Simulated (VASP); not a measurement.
Write the native input for VASP 6.6.1 that does the following.

| Quantity | Value |
| --- | --- |
| Task | single point |
| Functional | r2SCAN |
| Potentials or basis | VASP PAW PBE potentials, release 64 (Ga_d, As) |
| Cutoff | 520 eV |
| k mesh | 8 × 8 × 8 |
| Occupations | fermi-dirac, width 0.02 eV |
| Spin | non-collinear spin, zero start, spin-orbit coupling |
| Starting moments | [[0.0, 0.0, 0.0], [0.0, 0.0, 0.0]] μB |
| Dipole correction | no |
| Further INCAR settings | ALGO = Normal; EDIFF = 1e-06; NBANDS = 30 |

Crystal: GaAs.

```
Ga As
1.0
     0.00000    2.74809    2.74809
     2.74809    0.00000    2.74809
     2.74809    2.74809    0.00000
Ga As
1 1
Cartesian
  0.0000 0.0000 0.0000
  1.3740 1.3740 1.3740
```

This cell differs from its parent crystal: strain -3.0%.

These files were run (other wordings do the same):

POSCAR

```
GaAs
1.0
    0.0000000000      2.7480925426      2.7480925426
    2.7480925426      0.0000000000      2.7480925426
    2.7480925426      2.7480925426      0.0000000000
Ga As
1 1
Direct
    0.0000000000      0.0000000000      0.0000000000
    0.2500000000      0.2500000000      0.2500000000
```

INCAR.step1

```
SYSTEM = GaAs
PREC     = Accurate       ! precision mode
ENCUT    = 520            ! plane-wave cutoff, eV
ISMEAR   = -1             ! smearing method
SIGMA    = 0.02           ! smearing width, eV
LREAL    = .FALSE.        ! projectors in reciprocal space
LASPH    = .TRUE.         ! aspherical terms in the spheres
NELM     = 150            ! most SCF steps
MAGMOM   = 0 0 0 0 0 0    ! initial moments
LSORBIT  = .TRUE.         ! spin-orbit coupling
GGA_COMPAT= .FALSE.      
NBANDS   = 30             ! bands
GGA      = PE             ! functional
ALGO     = Normal         ! electronic algorithm
EDIFF    = 1E-4           ! SCF threshold, eV
LWAVE    = .TRUE.         ! write WAVECAR
LCHARG   = .FALSE.        ! write CHGCAR
```

INCAR.step2

```
SYSTEM = GaAs
PREC     = Accurate       ! precision mode
ENCUT    = 520            ! plane-wave cutoff, eV
EDIFF    = 1E-6           ! SCF threshold, eV
ISMEAR   = -1             ! smearing method
SIGMA    = 0.02           ! smearing width, eV
LREAL    = .FALSE.        ! projectors in reciprocal space
LASPH    = .TRUE.         ! aspherical terms in the spheres
NELM     = 150            ! most SCF steps
ALGO     = Normal         ! electronic algorithm
ISIF     = 2              ! what is computed and relaxed
LWAVE    = .FALSE.        ! write WAVECAR
LCHARG   = .TRUE.         ! write CHGCAR
MAGMOM   = 0 0 0 0 0 0    ! initial moments
LORBIT   = 11             ! projections on sites
LSORBIT  = .TRUE.         ! spin-orbit coupling
GGA_COMPAT= .FALSE.      
LORBMOM  = .TRUE.       
METAGGA  = R2SCAN         ! meta-GGA
LMIXTAU  = .TRUE.       
LVHAR    = .TRUE.       
NBANDS   = 30             ! bands
ISTART   = 1
```

KPOINTS

```
Automatic mesh
0
G
  8 8 8
  0 0 0
```

Potentials or basis: VASP PAW PBE potentials, release 64 (Ga_d, As).

Run with:

```bash
$ cat potpaw_PBE.64/Ga_d/POTCAR potpaw_PBE.64/As/POTCAR > POTCAR
$ cp INCAR.step1 INCAR
$ mpirun -np 1 vasp_ncl > vasp.out
$ cp INCAR.step2 INCAR
$ mpirun -np 1 vasp_ncl > vasp.out
```

It gave:

* Pressure: 8.3 GPa
* Net moment: 0.00 μB per cell
* Valence electrons inside the program's atomic spheres: Ga 11.76; As 2.95

Caveat: the cell differs from its parent crystal (strain -3.0%); the cell stands under pressure; the PAW data sets were made with another functional, which shifts forces and pressure a little.

Wall time 22 min on 1 thread of Intel Xeon 8259CL, on a shared host, peak memory 0.37 GiB.
